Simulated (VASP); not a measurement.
# NaF (I4/mmm) in VASP: notebook

Runs on NaF. Level: PBEsol. Tasks: single point.

Everything below comes from runs of VASP 6.6.1. Logs are shortened: lines on timing, memory, paths and dates and some standing lists are left out, and cuts for length are marked.

### Step 1. The cell of the first run

The structure is tetragonal, space group I4/mmm (No. 139). Conventional cell: a = 3.121 Å, b = 3.121 Å, c = 4.879 Å, α = 90.00°, β = 90.00°, γ = 90.00°. Na (site symmetry 4/mmm) has 6 F at 2.21 to 2.44 Å within 2.9 Å. Within 2.9 Å of F (site symmetry 4/mmm) lie 6 Na at 2.21 to 2.44 Å.

### Step 2. Single point, PBEsol (strain -0.050 along x and y, +0.050 along z)

Input file INCAR:

```
SYSTEM = NaF
PREC = Accurate
ENCUT = 520
EDIFF = 1E-7
ISMEAR = 0
SIGMA = 0.05
LREAL = .False.
LASPH = .True.
NELM = 100
ALGO = Normal
ISIF = 2
LWAVE = .False.
LCHARG = .False.
GGA = PS
NBANDS = 14
```

Input file KPOINTS:

```
regular mesh
0
Gamma
  8 8 8
  0 0 0
```

Input file POSCAR:

```
NaF
1.0
    0.0000000000      2.2071350000      2.4394650000
    2.2071350000      0.0000000000      2.4394650000
    2.2071350000      2.2071350000      0.0000000000
Na F
1 1
Direct
    0.0000000000      0.0000000000      0.0000000000
    0.5000000000      0.5000000000      0.5000000000
```

Potentials or basis: VASP PAW PBE potentials, release 64 (Na_pv, F).

Launch:

```
> cat potpaw_PBE.64/Na_pv/POTCAR potpaw_PBE.64/F/POTCAR > POTCAR
> mpirun -np 1 vasp_std > vasp.out
```

OUTCAR:

```text
SYSTEM = NaF
   PREC = Accurate
   ENCUT = 520
   EDIFF = 1E-7
   ISMEAR = 0
   LREAL = .False.
   LASPH = .True.
   NELM = 100
   ISIF = 2
   GGA = PS

 ion  position               nearest neighbor table
   1  0.000  0.000  0.000-   2 2.21   2 2.21   2 2.21   2 2.21
   2  0.500  0.500  0.500-   1 2.21   1 2.21   1 2.21   1 2.21

  LATTYP: Found a body centered tetragonal cell.
 ALAT       =     3.1213602510
 C/A-ratio  =     1.5630781479

  Lattice vectors:

 A1 = (  -2.2071350000,   0.0000000000,   2.4394650000)
 A2 = (   2.2071350000,   0.0000000000,   2.4394650000)
 A3 = (   0.0000000000,   2.2071350000,  -2.4394650000)

Analysis of symmetry for initial positions (statically):
=====================================================================
 Subroutine PRICEL returns:
 Original cell was already a primitive cell.

 Routine SETGRP: Setting up the symmetry group for a
 body centered tetragonal supercell.

 Subroutine GETGRP returns: Found 16 space group operations
 (whereof 16 operations were pure point group operations)
 out of a pool of 16 trial point group operations.

The static configuration has the point symmetry D_4h.

Analysis of symmetry for dynamics (positions and initial velocities):
=====================================================================
 Subroutine PRICEL returns:
 Original cell was already a primitive cell.

 Routine SETGRP: Setting up the symmetry group for a
 body centered tetragonal supercell.

 Subroutine GETGRP returns: Found 16 space group operations
 (whereof 16 operations were pure point group operations)
 out of a pool of 16 trial point group operations.

The dynamic configuration has the point symmetry D_4h.

 Subroutine INISYM returns: Found 16 space group operations
 (whereof 16 operations are pure point group operations),
 and found     1 'primitive' translations

----------------------------------------------------------------------------------------

                                     Primitive cell

  volume of cell :      23.7674

  direct lattice vectors                    reciprocal lattice vectors
     0.000000000  2.207135000  2.439465000    -0.226538023  0.226538023  0.204962973
     2.207135000  0.000000000  2.439465000     0.226538023 -0.226538023  0.204962973
     2.207135000  2.207135000  0.000000000     0.226538023  0.226538023 -0.204962973

  length of vectors
     3.289746859  3.289746859  3.121360251     0.380327191  0.380327191  0.380327191

  position of ions in fractional coordinates (direct lattice)
     0.000000000  0.000000000  0.000000000
     0.500000000  0.500000000  0.500000000

  ion indices of the primitive-cell ions
   primitive index   ion index
                 1           1
                 2           2

----------------------------------------------------------------------------------------

 KPOINTS: regular mesh

Automatic generation of k-mesh.
 Grid dimensions read from file:
 generate k-points for:    8    8    8

 Generating k-lattice:

  Cartesian coordinates                     Fractional coordinates (reciprocal lattice)
    -0.028317253  0.028317253  0.025620372     0.125000000  0.000000000  0.000000000
     0.028317253 -0.028317253  0.025620372     0.000000000  0.125000000  0.000000000
     0.028317253  0.028317253 -0.025620372     0.000000000  0.000000000  0.125000000

  Length of vectors
     0.047540899  0.047540899  0.047540899

  Shift w.r.t. Gamma in fractional coordinates (k-lattice)
     0.000000000  0.000000000  0.000000000

 Subroutine IBZKPT returns following result:
 ===========================================

 Found     59 irreducible k-points:

 Following reciprocal coordinates:
            Coordinates               Weight
  0.000000  0.000000  0.000000      1.000000
  0.125000  0.000000  0.000000      8.000000
  0.250000  0.000000  0.000000      8.000000
  0.375000  0.000000  0.000000      8.000000
  0.500000  0.000000  0.000000      4.000000
  0.125000  0.125000  0.000000      2.000000
[... 16 lines left out ...]
  0.250000  0.000000  0.125000     16.000000
  0.375000 -0.000000  0.125000     16.000000
 [... further k-points ...]
   k-points           NKPTS =     59   k-points in BZ     NKDIM =     59   number of bands    NBANDS=     14
   number of dos      NEDOS =    301   number of ions     NIONS =      2
   total plane-waves  NPLWV =  13824
   dimension x,y,z NGX =    24 NGY =   24 NGZ =   24
   dimension x,y,z NGXF=    48 NGYF=   48 NGZF=   48
   ions per type =               1   1
   NGX,Y,Z   is equivalent  to a cutoff of  12.13, 12.13, 12.78 a.u.
   NGXF,Y,Z  is equivalent  to a cutoff of  24.26, 24.26, 25.57 a.u.
 SYSTEM =  NaF
   PREC   = accura    normal or accurate (medium, high low for compatibility)
   ISTART =      0    job   : 0-new  1-cont  2-samecut
   ICHARG =      2    charge: 1-file 2-atom 10-const
   ISPIN  =      1    spin polarized calculation?
   LNONCOLLINEAR =      F non collinear calculations
   LSORBIT =      F    spin-orbit coupling
   LASPH  =      T    aspherical Exc in radial PAW
   ENCUT  =  520.0 eV  38.22 Ry    6.18 a.u.   6.12  6.12  5.80*2*pi/ulx,y,z
   NELM   =    100;   NELMIN=  2; NELMDL= -5     # of ELM steps
   EDIFF  = 0.1E-06   stopping-criterion for ELM
   LREAL  =      F    real-space projection
   EDIFFG = 0.1E-05   stopping-criterion for IOM
   NSW    =      0    number of steps for IOM
   IBRION =     -1    ionic relax: 0-MD 1-quasi-New 2-CG
   NFREE  =      0    steps in history (QN), initial steepest desc. (CG)
   ISIF   =      2    stress and relaxation
   ISYM   =      2    0-nonsym 1-usesym 2-fastsym
   POTIM  = 0.5000    time-step for ionic-motion
   TEBEG  =    0.0;   TEEND  =   0.0 temperature during run
   PSTRESS=    0.0 pullay stress
   NELECT =      14.0000    total number of electrons
   NUPDOWN=      -1.0000    fix difference up-down
   EMIN   =  10.00;   EMAX   =-10.00  energy-range for DOS
   EFERMI =   0.00;   METHOD = LEGACY
   ISMEAR =     0;   SIGMA  =   0.05  broadening in eV -4-tet -1-fermi 0-gaus
   EFERMI_NEDOS =   21; number of points for ismear=-14 and -15
   IALGO  =     38    algorithm
   IMIX   =      4    mixing-type and parameters
     AMIX     =   0.40;   BMIX     =  1.00
     AMIX_MAG =   1.60;   BMIX_MAG =  1.00
  volume/ion in A,a.u.               =      11.88        80.20
  Fermi-wavevector in a.u.,A,eV,Ry     =   1.372324  2.593317 25.623494  1.883274
  Thomas-Fermi vector in A             =   2.497941
   LORBIT       =      0    0 simple, 1 ext, 2 COOP (PROOUT), +10 PAW based schemes
   GGA     = PS    functional components
   LHFCALC =     F    Hartree Fock is set to
   AEXX    =    0.0000 exact exchange contribution
   IVDW    =     0    specifies the selected vdW correction
   LEPSILON=     F    determine dielectric tensor
   LRPA    =     F    only Hartree local field effects (RPA)
 non-spin polarized calculation
 Gauss-broadening in eV      SIGMA  =   0.05
  energy-cutoff  :      520.00
  volume of cell :       23.77
 maximum number of plane-waves:       652
   NGX = 13   NGY = 13   NGZ = 11

 number of electron      14.0000003 magnetization

 Free energy of the ion-electron system (eV)
  ---------------------------------------------------
  ext. energy  EPLUGINS =         0.00000000
  ---------------------------------------------------
  free energy    TOTEN  =        -8.71312106 eV

  energy without entropy =       -8.71312106  energy(sigma->0) =       -8.71312106

 E-fermi :  -1.7216     XC(G=0):  -9.5486

 val. band max:       -1.9690645537   @ k =   0.0000   0.0000   0.0000
 cond. band min:       4.4068425068   @ k =   0.0000   0.0000   0.0000
 fundamental gap:      6.3759070605
 Fermi energy:        -1.7216293420

 k-point     1 :       0.0000    0.0000    0.0000
  band No.  band energies     occupation
      1     -21.1264      2.00000
      2     -20.6044      2.00000
      3     -20.5696      2.00000
      4     -20.5696      2.00000
      5      -1.9935      2.00000
      6      -1.9691      2.00000
      7      -1.9691      2.00000
      8       4.4068      0.00000
      9      16.7690      0.00000
     10      17.5415      0.00000
     11      17.5415      0.00000
     12      20.0809      0.00000
     13      21.0650      0.00000
     14      23.9373      0.00000

 k-point     2 :       0.1250    0.0000    0.0000
  band No.  band energies     occupation
      1     -21.2905      2.00000
      2     -20.6051      2.00000
      3     -20.5693      2.00000
      4     -20.3841      2.00000
      5      -2.2981      2.00000
      6      -2.0365      2.00000
      7      -2.0064      2.00000
      8       4.9734      0.00000
      9      15.4545      0.00000
     10      17.2098      0.00000
     11      17.8367      0.00000
     12      20.6120      0.00000
     13      22.1232      0.00000
     14      23.2466      0.00000

 k-point     3 :       0.2500    0.0000    0.0000
  band No.  band energies     occupation
      1     -21.5276      2.00000
      2     -20.6154      2.00000
      3     -20.5683      2.00000
      4     -20.0853      2.00000
      5      -2.9510      2.00000
      6      -2.1553      2.00000
      7      -2.0956      2.00000
      8       6.3249      0.00000
      9      13.3246      0.00000
     10      17.5940      0.00000
     11      18.5846      0.00000
     12      20.1985      0.00000
     13      22.3604      0.00000
     14      23.0157      0.00000

 k-point     4 :       0.3750    0.0000    0.0000
  band No.  band energies     occupation
      1     -21.6915      2.00000
      2     -20.6259      2.00000
      3     -20.5673      2.00000
      4     -19.8581      2.00000
      5      -3.4976      2.00000
      6      -2.2708      2.00000
      7      -2.1836      2.00000
      8       7.8978      0.00000
      9      11.6573      0.00000
     10      17.7172      0.00000
     11      19.3084      0.00000
     12      20.4025      0.00000
     13      22.0496      0.00000
     14      22.6881      0.00000

 k-point     5 :       0.5000    0.0000    0.0000
  band No.  band energies     occupation
      1     -21.7487      2.00000
      2     -20.6302      2.00000
      3     -20.5669      2.00000
      4     -19.7741      2.00000
      5      -3.7035      2.00000
      6      -2.3179      2.00000
      7      -2.2197      2.00000
      8       8.8953      0.00000
      9      10.7158      0.00000
     10      17.6899      0.00000
     11      19.5398      0.00000
[... 276 lines left out ...]
 k-point    22 :       0.1250    0.0000    0.1250
  band No.  band energies     occupation
      1     -21.3483      2.00000
      2     -20.6114      2.00000
      3     -20.5839      2.00000
      4     -20.2952      2.00000
      5      -2.3660      2.00000
      6      -2.0638      2.00000
      7      -2.0580      2.00000
      8       5.1750      0.00000
      9      15.2325      0.00000
     10      17.0607      0.00000
     11      17.4677      0.00000
     12      20.8830      0.00000
     13      22.7438      0.00000
     14      23.3507      0.00000

 k-point    23 :       0.2500    0.0000    0.1250
  band No.  band energies     occupation
      1     -21.4967      2.00000
      2     -20.6195      2.00000
      3     -20.5882      2.00000
      4     -20.1000      2.00000
      5      -2.8420      2.00000
      6      -2.1600      2.00000
      7      -2.1502      2.00000
      8       6.2637      0.00000
      9      13.5405      0.00000
     10      17.4331      0.00000
     11      17.7955      0.00000
     12      20.0010      0.00000
     13      22.3353      0.00000
     14      24.7643      0.00000

 k-point    24 :       0.3750   -0.0000    0.1250
  band No.  band energies     occupation
      1     -21.6220      2.00000
      2     -20.6295      2.00000
      3     -20.5860      2.00000
      4     -19.9280      2.00000
      5      -3.3316      2.00000
      6      -2.2805      2.00000
      7      -2.2573      2.00000
      8       7.7885      0.00000
      9      11.9865      0.00000
     10      17.5152      0.00000
     11      18.1616      0.00000
     12      19.6687      0.00000
     13      22.0474      0.00000
     14      24.8361      0.00000

 [... further k-points ...]

------------------------ aborting loop because EDIFF is reached ----------------------------------------

  FORCE on cell =-STRESS in cart. coord.  units (eV):
  Direction    XX          YY          ZZ          XY          YZ          ZX
  --------------------------------------------------------------------------------------
  -------------------------------------------------------------------------------------
  Total        0.9954374      0.9954374     -0.3515119      0.0000000      0.0000000      0.0000000
  in kB       67.1030367     67.1030367    -23.6956307      0.0000000      0.0000000      0.0000000
  external PRESSURE =      36.8368142 kB  Pullay stress =       0.0000000 kB

 VOLUME and BASIS-vectors are now :
 -----------------------------------------------------------------------------
  energy-cutoff  :      520.00
  volume of cell :       23.77
      direct lattice vectors                 reciprocal lattice vectors
     0.000000000  2.207135000  2.439465000    -0.226538023  0.226538023  0.204962973
     2.207135000  0.000000000  2.439465000     0.226538023 -0.226538023  0.204962973
     2.207135000  2.207135000  0.000000000     0.226538023  0.226538023 -0.204962973

 POSITION                                       TOTAL-FORCE (eV/Angst)
 -----------------------------------------------------------------------------------
      0.00000      0.00000      0.00000         0.000000     -0.000000     -0.000000
      2.20714      2.20714      2.43947        -0.000000      0.000000      0.000000
 -----------------------------------------------------------------------------------
    total drift:                                0.000000     -0.000000      0.000000

  FREE ENERGIE OF THE ION-ELECTRON SYSTEM (eV)
  ---------------------------------------------------
  free  energy   TOTEN  =        -8.7131210592 eV

  energy  without entropy=       -8.7131210592  energy(sigma->0) =       -8.71312106
```

Wall time 7.8 s (1 thread of Intel Xeon Platinum 8375C at 2.90GHz (Ice Lake), shared host); peak memory 0.14 GiB.

What came out:

- Free energy: -8.7131 eV
- Pressure: 3.7 GPa
- Band gap on the k mesh: 6.38 eV, direct

Caveat: the cell differs from its parent crystal (strain -0.050 along x and y, +0.050 along z); the PAW data sets were made with another functional, which shifts forces and pressure a little.

### Step 3. Single point, PBEsol (strain +0.000 along x and y, -0.050 along z)

Input file INCAR:

```
PREC = Accurate ; ENCUT = 520
EDIFF = 1E-6 ; ISMEAR = 0
SIGMA = 0.05 ; LREAL = False
LASPH = True ; NELM = 100
ALGO = Normal ; ISIF = 2
LWAVE = False ; LCHARG = True
GGA = PS ; LELF = True
LVHAR = True ; NBANDS = 14
```

Input file KPOINTS:

```
Automatic mesh
0
Gamma
  8 8 8
```

Input file POSCAR:

```
NaF
1.0
    0.0000000000      2.3233000000      2.2071350000
    2.3233000000      0.0000000000      2.2071350000
    2.3233000000      2.3233000000      0.0000000000
Na F
1 1
Direct
    0.0000000000      0.0000000000      0.0000000000
    0.5000000000      0.5000000000      0.5000000000
```

Potentials or basis: VASP PAW PBE potentials, release 64 (Na_pv, F).

Launch:

```
> cat potpaw_PBE.64/Na_pv/POTCAR potpaw_PBE.64/F/POTCAR > POTCAR
> mpirun -np 1 vasp_std > vasp.out
```

Wall time 7.8 s (1 thread of Intel Xeon Platinum 8375C at 2.90GHz (Ice Lake), shared host); peak memory 0.14 GiB.

It converged, with:

```yaml
Free_energy: -8.7465 eV
Pressure: 2.5 GPa
Band_gap_on_the_k_mesh: 6.38 eV, direct
```

Stress tensor (GPa, compression positive):
```
0.54 0.00 0.00
0.00 0.54 0.00
0.00 0.00 6.40
```

Levels at points of the mesh, in eV from the valence-band top:
```
           k point  band 3  band 4  band 5  band 6  band 7  band 8  band 9  band 10  band 11  band 12
(0.00, 0.00, 0.00)  -18.64  -18.63    0.00    0.00    0.00    6.38   19.04    19.04    19.42    21.95
(0.50, 0.00, 0.00)  -18.64  -17.87   -1.72   -0.31   -0.27   10.86   12.69    19.96    20.98    22.97
(0.50, 0.50, 0.00)  -18.72  -18.72   -1.30   -0.50   -0.50   12.90   13.80    14.10    19.79    19.79
(0.50, 0.00, 0.50)  -18.70  -18.69   -1.40   -0.43   -0.37   13.10   13.42    13.89    20.17    20.68
```

Caveat: the cell differs from its parent crystal (strain +0.000 along x and y, -0.050 along z); the PAW data sets were made with another functional, which shifts forces and pressure a little.

(Continued in part 2 of 2.)
